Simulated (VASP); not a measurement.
# Te (P6_3/mmc) in VASP: notebook

The runs below take Te through single point, with PBE.

Program: VASP 6.6.1. These are calculated values, not measurements. Logs are shortened: lines on timing, memory, paths and dates and some standing lists are left out, and cuts for length are marked.

### 1 The cell of the first run

Symmetry: P6_3/mmc, No. 194, hexagonal system. Conventional cell: a = 4.563 Å, b = 4.563 Å, c = 7.529 Å, α = 90.00°, β = 90.00°, γ = 120.00°. Within 3.7 Å of Te (site symmetry 3m) lie 4 Te at 2.80 to 2.82 Å.

This isn't the form of Te at room conditions, which is trigonal, of chains.

### 2 Single point, PBE

INCAR reads:

```
PREC = Accurate
ENCUT = 500
EDIFF = 1E-6
ISMEAR = 0
SIGMA = 0.1
LREAL = F
LASPH = T
NELM = 120
ALGO = Normal
ISIF = 2
LWAVE = F
LCHARG = T
GGA = PE
LELF = T
LVHAR = T
NBANDS = 20
GGA_COMPAT = F
```

KPOINTS reads:

```
Automatic mesh
0
Gamma
  6 6 4
```

POSCAR reads:

```
Te
1.0
    4.5627952153      0.0000000000      0.0000000000
   -2.2813976077      3.9514965688      0.0000000000
    0.0000000000      0.0000000000      7.5286121053
Te
4
Direct
    0.3333333333      0.6666666667      0.4375000000
    0.6666666667      0.3333333333      0.9375000000
    0.6666666667      0.3333333333      0.5625000000
    0.3333333333      0.6666666667      0.0625000000
```

Potentials or basis: VASP PAW PBE potentials, release 64 (Te).

On the command line:

```bash
$ cat potpaw_PBE.64/Te/POTCAR > POTCAR
$ mpirun -np 1 vasp_std > vasp.out
```

OUTCAR:

```text
PREC = Accurate
   ENCUT = 500
   EDIFF = 1E-6
   ISMEAR = 0
   LREAL = F
   LASPH = T
   NELM = 120
   ISIF = 2
   GGA = PE

 ion  position               nearest neighbor table
   1  0.333  0.667  0.438-   3 2.80   3 2.80   3 2.80   4 2.82
   2  0.667  0.333  0.938-   4 2.80   4 2.80   4 2.80   3 2.82
   3  0.667  0.333  0.562-   1 2.80   1 2.80   1 2.80   2 2.82
   4  0.333  0.667  0.062-   2 2.80   2 2.80   2 2.80   1 2.82

  LATTYP: Found a hexagonal cell.
 ALAT       =     4.5627952153
 C/A-ratio  =     1.6500000000

  Lattice vectors:

 A1 = (   4.5627952153,   0.0000000000,   0.0000000000)
 A2 = (  -2.2813976077,   3.9514965688,   0.0000000000)
 A3 = (   0.0000000000,   0.0000000000,   7.5286121053)

Analysis of symmetry for initial positions (statically):
=====================================================================
 Subroutine PRICEL returns:
 Original cell was already a primitive cell.

 Routine SETGRP: Setting up the symmetry group for a
 hexagonal supercell.

 Subroutine GETGRP returns: Found 24 space group operations
 (whereof 12 operations were pure point group operations)
 out of a pool of 24 trial point group operations.

The static configuration has the point symmetry D_3d.
 The point group associated with its full space group is D_6h.

Analysis of symmetry for dynamics (positions and initial velocities):
=====================================================================
 Subroutine PRICEL returns:
 Original cell was already a primitive cell.

 Routine SETGRP: Setting up the symmetry group for a
 hexagonal supercell.

 Subroutine GETGRP returns: Found 24 space group operations
 (whereof 12 operations were pure point group operations)
 out of a pool of 24 trial point group operations.

The dynamic configuration has the point symmetry D_3d.
 The point group associated with its full space group is D_6h.

 Subroutine INISYM returns: Found 24 space group operations
 (whereof 12 operations are pure point group operations),
 and found     1 'primitive' translations

----------------------------------------------------------------------------------------

                                     Primitive cell

  volume of cell :     135.7399

  direct lattice vectors                    reciprocal lattice vectors
     4.562795215  0.000000000  0.000000000     0.219163901  0.126534337  0.000000000
    -2.281397608  3.951496569  0.000000000     0.000000000  0.253068675  0.000000000
     0.000000000  0.000000000  7.528612105     0.000000000  0.000000000  0.132826607

  length of vectors
     4.562795215  4.562795215  7.528612105     0.253068675  0.253068675  0.132826607

  position of ions in fractional coordinates (direct lattice)
     0.333333333  0.666666667  0.437500000
     0.666666667  0.333333333  0.937500000
     0.666666667  0.333333333  0.562500000
     0.333333333  0.666666667  0.062500000

  ion indices of the primitive-cell ions
   primitive index   ion index
                 1           1
                 2           2
                 3           3
                 4           4

----------------------------------------------------------------------------------------

 KPOINTS: Automatic mesh

Automatic generation of k-mesh.
 Grid dimensions read from file:
 generate k-points for:    6    6    4

 Generating k-lattice:

  Cartesian coordinates                     Fractional coordinates (reciprocal lattice)
     0.036527317  0.021089056  0.000000000     0.166666667 -0.000000000  0.000000000
     0.000000000  0.042178112  0.000000000     0.000000000  0.166666667  0.000000000
     0.000000000  0.000000000  0.033206652     0.000000000  0.000000000  0.250000000

  Length of vectors
     0.042178112  0.042178112  0.033206652

  Shift w.r.t. Gamma in fractional coordinates (k-lattice)
     0.000000000  0.000000000  0.000000000

 Subroutine IBZKPT returns following result:
 ===========================================

 Found     21 irreducible k-points:

 Following reciprocal coordinates:
            Coordinates               Weight
  0.000000  0.000000  0.000000      1.000000
  0.166667  0.000000  0.000000      6.000000
  0.333333  0.000000  0.000000      6.000000
  0.500000  0.000000  0.000000      3.000000
  0.166667  0.166667  0.000000      6.000000
  0.333333  0.166667  0.000000     12.000000
[... 13 lines left out ...]
  0.333333  0.166667  0.500000     12.000000
  0.333333  0.333333  0.500000      2.000000
   k-points           NKPTS =     21   k-points in BZ     NKDIM =     21   number of bands    NBANDS=     20
   number of dos      NEDOS =    301   number of ions     NIONS =      4
   total plane-waves  NPLWV =  72576
   dimension x,y,z NGX =    36 NGY =   36 NGZ =   56
   dimension x,y,z NGXF=    72 NGYF=   72 NGZF=  112
   ions per type =               4
   NGX,Y,Z   is equivalent  to a cutoff of  13.12, 13.12, 12.37 a.u.
   NGXF,Y,Z  is equivalent  to a cutoff of  26.23, 26.23, 24.73 a.u.
 SYSTEM =  unknown system
   PREC   = accura    normal or accurate (medium, high low for compatibility)
   ISTART =      0    job   : 0-new  1-cont  2-samecut
   ICHARG =      2    charge: 1-file 2-atom 10-const
   ISPIN  =      1    spin polarized calculation?
   LNONCOLLINEAR =      F non collinear calculations
   LSORBIT =      F    spin-orbit coupling
   LASPH  =      T    aspherical Exc in radial PAW
   ENCUT  =  500.0 eV  36.75 Ry    6.06 a.u.   8.32  8.32 13.73*2*pi/ulx,y,z
   NELM   =    120;   NELMIN=  2; NELMDL= -5     # of ELM steps
   EDIFF  = 0.1E-05   stopping-criterion for ELM
   LREAL  =      F    real-space projection
   EDIFFG = 0.1E-04   stopping-criterion for IOM
   NSW    =      0    number of steps for IOM
   IBRION =     -1    ionic relax: 0-MD 1-quasi-New 2-CG
   NFREE  =      0    steps in history (QN), initial steepest desc. (CG)
   ISIF   =      2    stress and relaxation
   ISYM   =      2    0-nonsym 1-usesym 2-fastsym
   POTIM  = 0.5000    time-step for ionic-motion
   TEBEG  =    0.0;   TEEND  =   0.0 temperature during run
   PSTRESS=    0.0 pullay stress
   NELECT =      24.0000    total number of electrons
   NUPDOWN=      -1.0000    fix difference up-down
   EMIN   =  10.00;   EMAX   =-10.00  energy-range for DOS
   EFERMI =   0.00;   METHOD = LEGACY
   ISMEAR =     0;   SIGMA  =   0.10  broadening in eV -4-tet -1-fermi 0-gaus
   EFERMI_NEDOS =   21; number of points for ismear=-14 and -15
   IALGO  =     38    algorithm
   IMIX   =      4    mixing-type and parameters
     AMIX     =   0.40;   BMIX     =  1.00
     AMIX_MAG =   1.60;   BMIX_MAG =  1.00
  volume/ion in A,a.u.               =      33.93       229.00
  Fermi-wavevector in a.u.,A,eV,Ry     =   0.918846  1.736367 11.487100  0.844278
  Thomas-Fermi vector in A             =   2.043974
   LORBIT       =      0    0 simple, 1 ext, 2 COOP (PROOUT), +10 PAW based schemes
   GGA     = PE    functional components
   LHFCALC =     F    Hartree Fock is set to
   AEXX    =    0.0000 exact exchange contribution
   IVDW    =     0    specifies the selected vdW correction
   LEPSILON=     F    determine dielectric tensor
   LRPA    =     F    only Hartree local field effects (RPA)
 non-spin polarized calculation
 Gauss-broadening in eV      SIGMA  =   0.10
  energy-cutoff  :      500.00
  volume of cell :      135.74
 maximum number of plane-waves:      3464
 NGX is ok and might be reduce to    36
   NGX = 17   NGY = 17   NGZ = 27

 number of electron      24.0000004 magnetization

 Free energy of the ion-electron system (eV)
  ---------------------------------------------------
  ext. energy  EPLUGINS =         0.00000000
  ---------------------------------------------------
  free energy    TOTEN  =        -8.62082505 eV

  energy without entropy =       -8.59808377  energy(sigma->0) =       -8.60945441

 E-fermi :   6.5190     XC(G=0):  -8.8846

 val. band max:        6.5017780748   @ k =   0.1667   0.1667   0.0000
 cond. band min:       6.5545837803   @ k =   0.5000   0.0000   0.0000
 fundamental gap:      0.0528057055
 Fermi energy:         6.5189674197

 k-point     1 :       0.0000    0.0000    0.0000
  band No.  band energies     occupation
      1      -8.5025      2.00000
      2      -7.3041      2.00000
      3      -4.3903      2.00000
      4      -1.1086      2.00000
      5       1.6854      2.00000
      6       1.6854      2.00000
[... 12 lines left out ...]
     19      10.9079      0.00000
     20      12.1902      0.00000

 k-point     2 :       0.1667    0.0000    0.0000
  band No.  band energies     occupation
      1      -8.3040      2.00000
      2      -7.0864      2.00000
      3      -4.6432      2.00000
      4      -1.9491      2.00000
      5       0.5727      2.00000
      6       1.3957      2.00000
[... 12 lines left out ...]
     19      10.7981      0.00000
     20      11.2657      0.00000

 k-point     3 :       0.3333    0.0000    0.0000
  band No.  band energies     occupation
      1      -7.7593      2.00000
      2      -6.4795      2.00000
      3      -5.3711      2.00000
      4      -3.4202      2.00000
      5       0.0334      2.00000
      6       0.9504      2.00000
[... 12 lines left out ...]
     19      11.4026      0.00000
     20      12.0116      0.00000

 k-point     4 :       0.5000    0.0000    0.0000
  band No.  band energies     occupation
      1      -7.2740      2.00000
      2      -5.9756      2.00000
      3      -5.9224      2.00000
      4      -4.3159      2.00000
      5       0.0320      2.00000
      6       0.7677      2.00000
[... 360 lines left out ...]
 k-point    20 :       0.3333    0.1667    0.5000
  band No.  band energies     occupation
      1      -6.8942      2.00000
      2      -6.8942      2.00000
      3      -4.8884      2.00000
      4      -4.8884      2.00000
      5       0.6514      2.00000
      6       0.6514      2.00000
[... 12 lines left out ...]
     19      12.5971      0.00000
     20      12.5971      0.00000

 k-point    21 :       0.3333    0.3333    0.5000
  band No.  band energies     occupation
      1      -6.5753      2.00000
      2      -6.5753      2.00000
      3      -5.2835      2.00000
      4      -5.2835      2.00000
      5       0.2858      2.00000
      6       0.2858      2.00000
[... 12 lines left out ...]
     19      12.7227      0.00000
     20      12.7227      0.00000

------------------------ aborting loop because EDIFF is reached ----------------------------------------

  FORCE on cell =-STRESS in cart. coord.  units (eV):
  Direction    XX          YY          ZZ          XY          YZ          ZX
  --------------------------------------------------------------------------------------
  -------------------------------------------------------------------------------------
  Total       12.9325391     12.9325391     14.6482301     -0.0000000      0.0000000      0.0000000
  in kB      152.6465079    152.6465080    172.8973060     -0.0000000      0.0000000      0.0000000
  external PRESSURE =     159.3967740 kB  Pullay stress =       0.0000000 kB

 VOLUME and BASIS-vectors are now :
 -----------------------------------------------------------------------------
  energy-cutoff  :      500.00
  volume of cell :      135.74
      direct lattice vectors                 reciprocal lattice vectors
     4.562795215  0.000000000  0.000000000     0.219163901  0.126534337  0.000000000
    -2.281397608  3.951496569  0.000000000     0.000000000  0.253068675  0.000000000
     0.000000000  0.000000000  7.528612105     0.000000000  0.000000000  0.132826607

 POSITION                                       TOTAL-FORCE (eV/Angst)
 -----------------------------------------------------------------------------------
     -0.00000      2.63433      3.29377         0.000000     -0.000000      0.408604
      2.28140      1.31717      7.05807        -0.000000      0.000000      0.408604
      2.28140      1.31717      4.23484        -0.000000      0.000000     -0.408604
     -0.00000      2.63433      0.47054         0.000000      0.000000     -0.408604
 -----------------------------------------------------------------------------------
    total drift:                               -0.000000     -0.000000     -0.000000

  FREE ENERGIE OF THE ION-ELECTRON SYSTEM (eV)
  ---------------------------------------------------
  free  energy   TOTEN  =        -8.6208250530 eV

  energy  without entropy=       -8.5980837733  energy(sigma->0) =       -8.60945441
```

Wall time 84 s (1 thread of AMD EPYC 7R13, shared host); peak memory 0.22 GiB.

Results:

```yaml
Free_energy: -8.6208 eV
Pressure: 15.9 GPa
Largest_force: 0.409 eV/Å
Band_gap_on_the_k_mesh: zero (bands 12 and 13 overlap by 1.97 eV)
```

Forces on the atoms (eV/Å):
```
Te   0.000  0.000  0.409
Te   0.000  0.000  0.409
Te   0.000  0.000 -0.409
Te   0.000  0.000 -0.409
```

Caveat: the cell stands under pressure; spin-orbit coupling is left out, which moves the levels of the heavy elements.

### 3 Single point, PBE

This run uses another cell than the first one, of 58.69 Å³/atom.

INCAR reads:

```
SYSTEM = Te
PREC = Accurate
ENCUT = 500
EDIFF = 1E-6
ISMEAR = 0
SIGMA = 0.1
LREAL = .FALSE.
LASPH = .TRUE.
NELM = 120
ALGO = Normal
ISIF = 2
LWAVE = .FALSE.
LCHARG = .FALSE.
GGA = PE
NBANDS = 20
GGA_COMPAT = .FALSE.
```

KPOINTS reads:

```
regular mesh
0
G
  12 12 6
  0 0 0
```

POSCAR reads:

```
Te
1.0
    4.9688152278      0.0000000000      0.0000000000
   -2.4844076139      4.3031202140      0.0000000000
    0.0000000000      0.0000000000     10.9805615958
Te
4
Direct
    0.3333333333      0.6666666667      0.4662395071
    0.6666666667      0.3333333333      0.9662395071
    0.6666666667      0.3333333333      0.5337604929
    0.3333333333      0.6666666667      0.0337604929
```

Potentials or basis: VASP PAW PBE potentials, release 64 (Te).

On the command line:

```bash
$ cat potpaw_PBE.64/Te/POTCAR > POTCAR
$ mpirun -np 1 vasp_std > vasp.out
```

OUTCAR:

```text
SYSTEM = Te
   PREC = Accurate
   ENCUT = 500
   EDIFF = 1E-6
   ISMEAR = 0
   LREAL = .FALSE.
   LASPH = .TRUE.
   NELM = 120
   ISIF = 2
   GGA = PE

 ion  position               nearest neighbor table
   1  0.333  0.667  0.466-   3 2.96   3 2.96   3 2.96
   2  0.667  0.333  0.966-   4 2.96   4 2.96   4 2.96
   3  0.667  0.333  0.534-   1 2.96   1 2.96   1 2.96
   4  0.333  0.667  0.034-   2 2.96   2 2.96   2 2.96

  LATTYP: Found a hexagonal cell.
 ALAT       =     4.9688152278
 C/A-ratio  =     2.2098953357

  Lattice vectors:

 A1 = (   4.9688152278,   0.0000000000,   0.0000000000)
 A2 = (  -2.4844076139,   4.3031202140,   0.0000000000)
 A3 = (   0.0000000000,   0.0000000000,  10.9805615958)

Analysis of symmetry for initial positions (statically):
=====================================================================
 Subroutine PRICEL returns:
 Original cell was already a primitive cell.

 Routine SETGRP: Setting up the symmetry group for a
 hexagonal supercell.

 Subroutine GETGRP returns: Found 24 space group operations
[... 164 lines left out ...]
  ---------------------------------------------------
  ext. energy  EPLUGINS =         0.00000000
  ---------------------------------------------------
  free energy    TOTEN  =       -11.46655564 eV

  energy without entropy =      -11.46115677  energy(sigma->0) =      -11.46385620

 E-fermi :   1.5565     XC(G=0):  -6.4076

 val. band max:        1.5532437890   @ k =   0.0000   0.0000   0.3333
 cond. band min:       1.5680590312   @ k =   0.0833   0.0000   0.0000
 fundamental gap:      0.0148152422
 Fermi energy:         1.5565050961

 k-point     1 :       0.0000    0.0000    0.0000
  band No.  band energies     occupation
      1     -11.3653      2.00000
      2     -11.3369      2.00000
      3      -7.2370      2.00000
      4      -7.1665      2.00000
      5      -2.1760      2.00000
      6      -2.1760      2.00000
[... 541 lines left out ...]
     19       7.2819      0.00000
     20       7.3950      0.00000

 [... further k-points ...]
[... 5 lines left out ...]
  --------------------------------------------------------------------------------------
  -------------------------------------------------------------------------------------
  Total       -0.0271366     -0.0271366     -0.0015926      0.0000000      0.0000000      0.0000000
  in kB       -0.1851849     -0.1851849     -0.0108679      0.0000000      0.0000000      0.0000000
  external PRESSURE =      -0.1270792 kB  Pullay stress =       0.0000000 kB

 VOLUME and BASIS-vectors are now :
 -----------------------------------------------------------------------------
  energy-cutoff  :      500.00
  volume of cell :      234.78
      direct lattice vectors                 reciprocal lattice vectors
     4.968815228  0.000000000  0.000000000     0.201255220  0.116194755  0.000000000
    -2.484407614  4.303120214  0.000000000     0.000000000  0.232389510  0.000000000
     0.000000000  0.000000000 10.980561596     0.000000000  0.000000000  0.091070023

 POSITION                                       TOTAL-FORCE (eV/Angst)
 -----------------------------------------------------------------------------------
     -0.00000      2.86875      5.11957         0.000000     -0.000000     -0.001784
      2.48441      1.43437     10.60985         0.000000      0.000000     -0.001784
      2.48441      1.43437      5.86099        -0.000000      0.000000      0.001784
     -0.00000      2.86875      0.37071         0.000000     -0.000000      0.001784
 -----------------------------------------------------------------------------------
    total drift:                                0.000000     -0.000000      0.000000

  FREE ENERGIE OF THE ION-ELECTRON SYSTEM (eV)
  ---------------------------------------------------
  free  energy   TOTEN  =       -11.4665556385 eV

  energy  without entropy=      -11.4611567711  energy(sigma->0) =      -11.46385620
```

OSZICAR:

```text
N       E                     dE             d eps       ncg     rms          rms(c)
DAV:   1     0.117229353269E+03    0.11723E+03   -0.78133E+03  3040   0.872E+02
DAV:   2    -0.868836359904E+00   -0.11810E+03   -0.11518E+03  4292   0.139E+02
DAV:   3    -0.113010173764E+02   -0.10432E+02   -0.10373E+02  3772   0.459E+01
DAV:   4    -0.115922687566E+02   -0.29125E+00   -0.29117E+00  4260   0.862E+00
DAV:   5    -0.115957263745E+02   -0.34576E-02   -0.34575E-02  4096   0.110E+00    0.131E+01
DAV:   6    -0.114993036747E+02    0.96423E-01   -0.10134E-01  3580   0.110E+00    0.823E+00
DAV:   7    -0.114680198790E+02    0.31284E-01   -0.22340E-01  3564   0.163E+00    0.373E-01
DAV:   8    -0.114663138323E+02    0.17060E-02   -0.24585E-02  3444   0.593E-01    0.124E-01
DAV:   9    -0.114663949631E+02   -0.81131E-04   -0.38722E-04  3856   0.104E-01    0.763E-02
DAV:  10    -0.114665372257E+02   -0.14226E-03   -0.11478E-04  3444   0.554E-02    0.264E-02
DAV:  11    -0.114665473349E+02   -0.10109E-04   -0.40730E-06  3988   0.111E-02    0.560E-03
DAV:  12    -0.114665556173E+02   -0.82823E-05   -0.10928E-05  3324   0.169E-02    0.390E-03
DAV:  13    -0.114665556385E+02   -0.21276E-07   -0.16947E-07  2464   0.226E-03
   1 F= -.11466556E+02 E0= -.11463856E+02  d E =-.539887E-02
```

stdout:

```text
POSCAR found type information on POSCAR Te
 POSCAR found :  1 types and       4 ions
 scaLAPACK will be used
 LDA part: xc-table for (Slater+PW92), standard interpolation
 POSCAR, INCAR and KPOINTS ok, starting setup
 FFT: planning ... GRIDC
 FFT: planning ... GRID_SOFT
 FFT: planning ... GRID
 WAVECAR not read
 entering main loop
```

Wall time 5.5 min (1 thread of AMD EPYC 7R13, shared host); peak memory 0.44 GiB.

Results:

```
Free energy            : -11.4666 eV
Pressure               : 0.0 GPa
Band gap on the k mesh : zero (bands 12 and 13 overlap by 0.20 eV)
```

Caveat: spin-orbit coupling is left out, which moves the levels of the heavy elements; this functional lacks dispersion, which binds the layers, so the pressure and a relaxed spacing across them are unreliable.
